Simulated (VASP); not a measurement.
# SiC (Moissanite 3C) (F-43m) in VASP: a series of runs, part 2 of 2

VASP 6.6.1. Earlier steps stand in the parts before.

**5. Single point, PBE (volume changed by -3%)**

INCAR

```
PREC = Accurate
ENCUT = 600
EDIFF = 1E-6
ISMEAR = 0
SIGMA = 0.01
LREAL = False
LASPH = True
NELM = 120
ALGO = Normal
ISIF = 2
LWAVE = False
LCHARG = False
GGA = PE
NBANDS = 11
GGA_COMPAT = False
```

KPOINTS

```
Automatic mesh
0
Gamma
  8 8 8
```

POSCAR

```
SiC
1.0
    0.0000000000      2.1677462023      2.1677462023
    2.1677462023      0.0000000000      2.1677462023
    2.1677462023      2.1677462023      0.0000000000
Si C
1 1
Direct
    0.0000000000      0.0000000000      0.0000000000
    0.2500000000      0.2500000000      0.2500000000
```

Potentials or basis: VASP PAW PBE potentials, release 64 (Si, C).

On the command line:

```sh
$ cat potpaw_PBE.64/Si/POTCAR potpaw_PBE.64/C/POTCAR > POTCAR
$ mpirun -np 1 vasp_std > vasp.out
```

OUTCAR:

```text
PREC = Accurate
   ENCUT = 600
   EDIFF = 1E-6
   ISMEAR = 0
   LREAL = False
   LASPH = True
   NELM = 120
   ISIF = 2
   GGA = PE

 ion  position               nearest neighbor table
   1  0.000  0.000  0.000-   2 1.88   2 1.88   2 1.88   2 1.88
   2  0.250  0.250  0.250-   1 1.88   1 1.88   1 1.88   1 1.88

  LATTYP: Found a face centered cubic cell.
 ALAT       =     4.3354924046

  Lattice vectors:

 A1 = (   0.0000000000,   2.1677462023,   2.1677462023)
 A2 = (   2.1677462023,   0.0000000000,   2.1677462023)
 A3 = (   2.1677462023,   2.1677462023,   0.0000000000)

Analysis of symmetry for initial positions (statically):
=====================================================================
 Subroutine PRICEL returns:
 Original cell was already a primitive cell.

 Routine SETGRP: Setting up the symmetry group for a
 face centered cubic supercell.

 Subroutine GETGRP returns: Found 24 space group operations
 (whereof 24 operations were pure point group operations)
 out of a pool of 48 trial point group operations.

The static configuration has the point symmetry T_d .

Analysis of symmetry for dynamics (positions and initial velocities):
=====================================================================
 Subroutine PRICEL returns:
 Original cell was already a primitive cell.

 Routine SETGRP: Setting up the symmetry group for a
 face centered cubic supercell.

 Subroutine GETGRP returns: Found 24 space group operations
 (whereof 24 operations were pure point group operations)
 out of a pool of 48 trial point group operations.

The dynamic configuration has the point symmetry T_d .

 Subroutine INISYM returns: Found 24 space group operations
 (whereof 24 operations are pure point group operations),
 and found     1 'primitive' translations

----------------------------------------------------------------------------------------
[... 118 lines left out ...]
   GGA     = PE    functional components
   LHFCALC =     F    Hartree Fock is set to
   AEXX    =    0.0000 exact exchange contribution
   IVDW    =     0    specifies the selected vdW correction
   LEPSILON=     F    determine dielectric tensor
   LRPA    =     F    only Hartree local field effects (RPA)
 non-spin polarized calculation
 Gauss-broadening in eV      SIGMA  =   0.01
  energy-cutoff  :      600.00
  volume of cell :       20.37
 maximum number of plane-waves:       700
   NGX = 13   NGY = 13   NGZ = 13

 number of electron       8.0000000 magnetization

 Free energy of the ion-electron system (eV)
  ---------------------------------------------------
  ext. energy  EPLUGINS =         0.00000000
  ---------------------------------------------------
  free energy    TOTEN  =       -15.04808497 eV

  energy without entropy =      -15.04808497  energy(sigma->0) =      -15.04808497

 E-fermi :   8.3818     XC(G=0): -11.4239

 val. band max:        8.2826400025   @ k =   0.0000   0.0000   0.0000
 cond. band min:       9.6243803848   @ k =   0.5000   0.5000   0.0000
 fundamental gap:      1.3417403823
 Fermi energy:         8.3817962390

 k-point     1 :       0.0000    0.0000    0.0000
  band No.  band energies     occupation
      1      -7.2434      2.00000
      2       8.2826      2.00000
      3       8.2826      2.00000
      4       8.2826      2.00000
      5      14.6984      0.00000
      6      15.6986      0.00000
      7      15.6986      0.00000
      8      15.6986      0.00000
      9      22.8805      0.00000
     10      22.8805      0.00000
     11      25.0054      0.00000
[... 309 lines left out ...]
 k-point    24 :      -0.3750    0.2500    0.1250
  band No.  band energies     occupation
      1      -2.9627      2.00000
      2       0.3858      2.00000
      3       4.5504      2.00000
      4       6.0031      2.00000
      5      13.5632      0.00000
      6      15.6677      0.00000
      7      18.5608      0.00000
      8      19.4176      0.00000
      9      21.8598      0.00000
     10      24.6463      0.00000
     11      27.7981      0.00000

 [... further k-points ...]

------------------------ aborting loop because EDIFF is reached ----------------------------------------

  FORCE on cell =-STRESS in cart. coord.  units (eV):
  Direction    XX          YY          ZZ          XY          YZ          ZX
  --------------------------------------------------------------------------------------
  -------------------------------------------------------------------------------------
  Total        0.8490662      0.8490662      0.8490662     -0.0000000     -0.0000000      0.0000000
  in kB       66.7723802     66.7723802     66.7723802     -0.0000000     -0.0000000      0.0000000
  external PRESSURE =      66.7723802 kB  Pullay stress =       0.0000000 kB

 VOLUME and BASIS-vectors are now :
 -----------------------------------------------------------------------------
  energy-cutoff  :      600.00
  volume of cell :       20.37
      direct lattice vectors                 reciprocal lattice vectors
     0.000000000  2.167746202  2.167746202    -0.230654308  0.230654308  0.230654308
     2.167746202  0.000000000  2.167746202     0.230654308 -0.230654308  0.230654308
     2.167746202  2.167746202  0.000000000     0.230654308  0.230654308 -0.230654308

 POSITION                                       TOTAL-FORCE (eV/Angst)
 -----------------------------------------------------------------------------------
      0.00000      0.00000      0.00000         0.000000     -0.000000     -0.000000
      1.08387      1.08387      1.08387        -0.000000      0.000000      0.000000
 -----------------------------------------------------------------------------------
    total drift:                                0.000000      0.000000      0.000000

  FREE ENERGIE OF THE ION-ELECTRON SYSTEM (eV)
  ---------------------------------------------------
  free  energy   TOTEN  =       -15.0480849654 eV

  energy  without entropy=      -15.0480849654  energy(sigma->0) =      -15.04808497
```

OSZICAR:

```text
N       E                     dE             d eps       ncg     rms          rms(c)
DAV:   1     0.562901036407E+01    0.56290E+01   -0.44702E+03   686   0.708E+02
DAV:   2    -0.162352244667E+02   -0.21864E+02   -0.20349E+02   817   0.115E+02
DAV:   3    -0.169442264953E+02   -0.70900E+00   -0.70715E+00   784   0.171E+01
DAV:   4    -0.169469439440E+02   -0.27174E-02   -0.27173E-02   732   0.136E+00
DAV:   5    -0.169469551801E+02   -0.11236E-04   -0.11236E-04   772   0.802E-02    0.897E+00
DAV:   6    -0.151107972556E+02    0.18362E+01   -0.65130E+00   707   0.115E+01    0.398E+00
DAV:   7    -0.150557566011E+02    0.55041E-01   -0.40070E-01   755   0.361E+00    0.180E+00
DAV:   8    -0.150478555722E+02    0.79010E-02   -0.20305E-02   719   0.956E-01    0.170E-01
DAV:   9    -0.150479753116E+02   -0.11974E-03   -0.15439E-03   802   0.227E-01    0.113E-01
DAV:  10    -0.150480825404E+02   -0.10723E-03   -0.22651E-04   716   0.921E-02    0.259E-02
DAV:  11    -0.150480845829E+02   -0.20425E-05   -0.39744E-05   764   0.330E-02    0.689E-03
DAV:  12    -0.150480849654E+02   -0.38254E-06   -0.18532E-06   598   0.826E-03
   1 F= -.15048085E+02 E0= -.15048085E+02  d E =-.659627E-47
```

It took 4.9 s on 1 thread of Intel Xeon 6975P-C, shared host; peak memory 0.13 GiB.

Results:

| Property | Result |
| --- | --- |
| Free energy | -15.0481 eV |
| Pressure | 6.7 GPa |
| Band gap on the k mesh | 1.34 eV, indirect (least direct gap 4.56 eV) |

Levels at points of the mesh, in eV from the valence-band top:
```csv
k point,band 1,band 2,band 3,band 4,band 5,band 6,band 7,band 8,band 9
"(0.00, 0.00, 0.00)",-15.53,0.00,0.00,0.00,6.42,7.42,7.42,7.42,14.60
"(0.50, 0.00, 0.00)",-11.90,-8.62,-1.06,-1.06,5.58,7.29,7.29,10.14,16.39
"(0.50, 0.50, 0.00)",-10.43,-7.84,-3.22,-3.22,1.34,4.38,14.22,14.22,14.99
```

 A k mesh can miss the band edges.

**6. The runs side by side**

```tsv
level	cell	cutoff (eV)	grid for exact exchange (PRECFOCK)	gap on the mesh (eV)	pressure (GPa)
PBE0	a = 3.080 Å, angles 60.0°, 2 atoms	520	Normal	2.96	-1.7
PBE	a = 3.034 Å, angles 60.0°, 2 atoms	600	-	1.31	14.6
PBE	a = 3.097 Å, angles 60.0°, 2 atoms	600	-	1.37	-0.2
PBE	a = 3.066 Å, angles 60.0°, 2 atoms	600	-	1.34	6.7
```

Alike in all rows: task single point; potentials or basis VASP PAW PBE potentials, release 64 (Si, C); no spin polarisation; k mesh 8 × 8 × 8; smearing gaussian 0.01 eV.

Caveats: the PAW data sets were made with another functional, which shifts forces and pressure a little (some runs).

Total energies depend on the potentials used, so only differences within one code and one set of settings carry meaning.

**7. Comparison with measurements**

Step 2. Against the measured gap of SiC, 2.4 eV (indirect; quoted in “Insight into the structural, elastic and electronic properties of a new orthorhombic 6O-SiC polytype”, 2020, pmc:7200658), the calculated 2.96 eV is off by +0.56 eV. The value is that of PBE0 on a finite k mesh, which can miss the band edges, without temperature or zero-point motion.

Step 4. A measured gap of SiC is 2.4 eV (indirect; quoted in “Insight into the structural, elastic and electronic properties of a new orthorhombic 6O-SiC polytype”, 2020, pmc:7200658); the calculated 1.37 eV misses it by -1.03 eV. The value is that of PBE on a finite k mesh, which can miss the band edges, without temperature or zero-point motion. Semilocal functionals fall short of measured gaps as a rule.
